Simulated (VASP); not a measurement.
Runs of VASP 6.6.1 on CuO. The structure is that of space group C2/c (No. 15), or close to it. The cells are those of the table. 

| task | level | potentials or basis | U | cell | k mesh | cutoff (eV) | gap on the mesh (eV) | pressure (GPa) | relaxed volume (Å³/atom) | largest force (eV/Å) |
| --- | --- | --- | --- | --- | --- | --- | --- | --- | --- | --- |
| single point | PBE | VASP PAW PBE potentials, release 64 (Cu_sv_GW, O) | - | a = 2.904, b = 2.904, c = 5.132 Å, angles 97.8, 97.8, 72.3°, 4 atoms | 4 × 4 × 3 | 820 | none | 4.8 | - | 0.76 |
| relaxation of cell and atoms | BLYP | VASP PAW PBE potentials, release 64 (Cu, O) | - | relaxed from a = 2.904, b = 2.904, c = 5.132 Å, angles 97.8, 97.8, 72.3°, 4 atoms | 10 × 10 × 5 | 600 | none | 0.0 | 11.63 | 0.01 |
| single point | PBE | VASP PAW PBE potentials, release 64 (Cu_sv_GW, O_h) | - | a = 2.904, b = 2.904, c = 5.132 Å, angles 97.8, 97.8, 72.3°, 4 atoms | 6 × 6 × 3 | 1340 | none | 5.4 | - | 0.74 |
| relaxation of cell and atoms | LDA | VASP PAW LDA potentials, release 64 (Cu, O) | - | relaxed from a = 2.904, b = 2.904, c = 5.132 Å, angles 97.8, 97.8, 72.3°, 4 atoms | 10 × 10 × 5 | 600 | none | -0.1 | (b) | 0.01 |
| single point | RPBE | VASP PAW PBE potentials, release 64 (Cu_sv_GW, O_h) | - | a = 2.904, b = 2.904, c = 5.132 Å, angles 97.8, 97.8, 72.3°, 4 atoms | 6 × 6 × 3 | 1340 | none | 11.0 | - | 0.76 |
| single point | BLYP | VASP PAW PBE potentials, release 64 (Cu_sv_GW, O) | - | a = 2.884, b = 2.884, c = 5.098 Å, angles 97.8, 97.8, 72.3°, 4 atoms | 10 × 10 × 5 | 820 | none | 16.3 | - | 0.88 |
| single point | PBEsol | VASP PAW PBE potentials, release 64 (Cu_sv_GW, O_h) | - | a = 2.904, b = 2.904, c = 5.132 Å, angles 97.8, 97.8, 72.3°, 4 atoms | 6 × 6 × 3 | 1340 | none | -3.0 | - | 0.74 |
| single point | PBE+U | VASP PAW PBE potentials, release 64 (Cu, O) | Cu d U = 5.3 eV | a = 2.904, b = 2.904, c = 5.132 Å, angles 97.8, 97.8, 72.3°, 4 atoms | 10 × 10 × 5 | 520 | none | 2.4 | - | 0.70 |
| single point | LDA | VASP PAW LDA potentials, release 64 (Cu_sv_GW, O) | - | a = 2.961, b = 2.961, c = 5.233 Å, angles 97.8, 97.8, 72.3°, 4 atoms | 10 × 10 × 5 | 820 | none | -18.0 | - | 0.80 |
| single point | PBE | VASP PAW PBE potentials, release 64 (Cu, O) | - | a = 2.904, b = 2.904, c = 5.132 Å, angles 97.8, 97.8, 72.3°, 4 atoms | 3 × 3 × 2 | 520 | none | 6.1 | - | 0.83 |
| single point | PBEsol+U | VASP PAW PBE potentials, release 64 (Cu, O) | Cu d U = 4.5 eV | a = 2.904, b = 2.904, c = 5.132 Å, angles 97.8, 97.8, 72.3°, 4 atoms | 10 × 10 × 5 | 520 | none | -5.6 | - | 0.69 |
| single point | LDA | VASP PAW LDA potentials, release 64 (Cu_sv_GW, O) | - | a = 2.865, b = 2.865, c = 5.063 Å, angles 97.8, 97.8, 72.3°, 4 atoms | 10 × 10 × 5 | 820 | none | (a) | - | 0.82 |

Alike in all rows: no spin polarisation; smearing fermi-dirac 0.05 eV.

Task: Estimate the missing entries.

Result: (a) -2.4; (b) 10.30.

Caveats: some runs use coarse meshes; semilocal functionals often make such compounds metallic where correlation or magnetic order opens a gap, which also shifts bond lengths (at least some runs); the PAW data sets were made with another functional, which shifts forces and pressure a little (at least some runs); semilocal functionals underestimate gaps, and a narrow one can read as zero (at least some runs); U without spin polarisation on a metal has little footing (at least some runs); the cell stands under pressure (at least some runs); the stress differs along the axes, from -22 to -13 GPa (at least some runs); the cell stands under tension (at least some runs).

A gap of «none» marks levels without a gap at the run's occupations.

The runs don't all hold the same shells in valence.
